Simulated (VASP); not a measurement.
## Cl: single point with PBE+D3(BJ)

Crystal: Cl.

```
Cl
1.0
     3.30158   -2.03093    0.00000
     3.30158    2.03093    0.00000
     0.00000    0.00000    8.10507
Cl
4
Direct
  0.87592 0.12408 0.60889
  0.12408 0.87592 0.39111
  0.62408 0.37592 0.10889
  0.37592 0.62408 0.89111
```

```
Program             : VASP 6.6.1
Task                : single point
Functional          : PBE
Dispersion          : D3(BJ)
Potentials or basis : VASP PAW PBE potentials, release 64 (Cl)
Cutoff              : 520 eV
k mesh              : 6 × 6 × 4
Occupations         : fermi-dirac, width 0.02 eV
Spin                : no spin polarisation
```

The pressure is -0.4 GPa and the largest force is 0.172 eV/Å. The band gap on the k mesh is 2.22 eV. The dispersion energy per atom is -0.163 eV.

Forces on the atoms (eV/Å):
```
Cl   0.000 -0.082 -0.151
Cl   0.000  0.082  0.151
Cl   0.000  0.082 -0.151
Cl   0.000 -0.082  0.151
```

Stress tensor (GPa, compression positive):
```
-0.07  0.00  0.00
 0.00 -0.25  0.00
 0.00  0.00 -0.76
```

Levels at points of the mesh, in eV from the valence-band top:
| k point | band 12 | band 13 | band 14 | band 15 | band 16 | band 17 |
| --- | --- | --- | --- | --- | --- | --- |
| (0.00, 0.00, 0.00) | -0.37 | -0.22 | 0.00 | 2.22 | 3.09 | 6.83 |
| (0.50, 0.00, 0.00) | -0.88 | -0.36 | -0.36 | 2.94 | 2.94 | 8.02 |
| (0.50, 0.50, 0.00) | -1.16 | -0.41 | -0.16 | 2.29 | 2.92 | 8.43 |
| (0.00, 0.00, 0.50) | -0.83 | -0.10 | -0.10 | 2.59 | 2.59 | 7.29 |
| (0.50, 0.00, 0.50) | -0.61 | -0.10 | -0.10 | 2.63 | 2.63 | 8.31 |
| (0.50, 0.50, 0.50) | -0.92 | -0.75 | -0.75 | 2.55 | 2.55 | 9.06 |

Run time: 45 s on 1 thread of Intel(R) Xeon(R) 6975P-C (Granite Rapids), on a shared host, peak memory 0.24 GiB.

A k mesh can miss the band edges.
